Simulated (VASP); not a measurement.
Here is a VASP 6.6.1 calculation.

INCAR

```
  PREC = Accurate
  ENCUT = 520
  EDIFF = 1E-7
  ISMEAR = 0
  SIGMA = 0.05
  LREAL = Auto
  LASPH = T
  NELM = 150
  ALGO = Normal
  ISIF = 2
  LWAVE = F
  LCHARG = F
  ISPIN = 2
  MAGMOM = 0 0 0 0 0 0 0 0 0 0 0 0 0 0 0 0 0 0 0.13
  LORBIT = 11
  GGA = PE
  NBANDS = 57
```

The input KPOINTS:

```
regular mesh
0
Gamma
  2 2 1
```

The input POSCAR:

```
C
1.0
    7.3980000000      0.0000000000      0.0000000000
   -3.6990000000      6.4068560000      0.0000000000
    0.0000000000      0.0000000000     12.0000000000
C
19
Direct
   -0.0028362086     -0.0041603869      0.0763865000
    0.2169807056      0.1058146148      0.0771440833
   -0.0033329252      0.3286747821      0.0753685000
    0.2157229648      0.4351577435      0.0839399167
   -0.0033666489      0.6625324496      0.0751100833
    0.2156092686      0.7752190778      0.0837645000
    0.3285312972     -0.0052423529      0.0812076667
    0.5530954976      0.1069390353      0.0812836667
    0.3286082011      0.3284607926      0.0813395833
    0.5531890669      0.4406498289      0.0811281667
    0.3206517396      0.6577965854      0.1099325000
    0.5610519293      0.7775785814      0.1099771667
    0.6659845984      0.0002462987      0.0839755000
    0.8850405417      0.1066907076      0.0754151667
    0.6647257858      0.3295875543      0.0769860833
    0.8845603235      0.4395461674      0.0763142500
    0.6661351826      0.6601898029      0.0837149167
    0.8850758232      0.7728280455      0.0751363333
    0.4408936033      0.7177461145      0.2193747500
```

Potentials or basis: VASP PAW PBE potentials, release 64 (C).

Launch:

```bash
$ cat potpaw_PBE.64/C/POTCAR > POTCAR
$ mpirun -np 1 vasp_std > vasp.out
```

(1) Predict the largest force.

(2) Predict the site moments.

(3) Predict the net moment.

Answers

(1) 0.092 eV/Å.

(2) C +0.00, -0.00, +0.01, -0.01, +0.17 (each value once) μB.

(3) 0.50 μB per cell.

Caveat: the k points lie up to 0.49 Å⁻¹ apart.
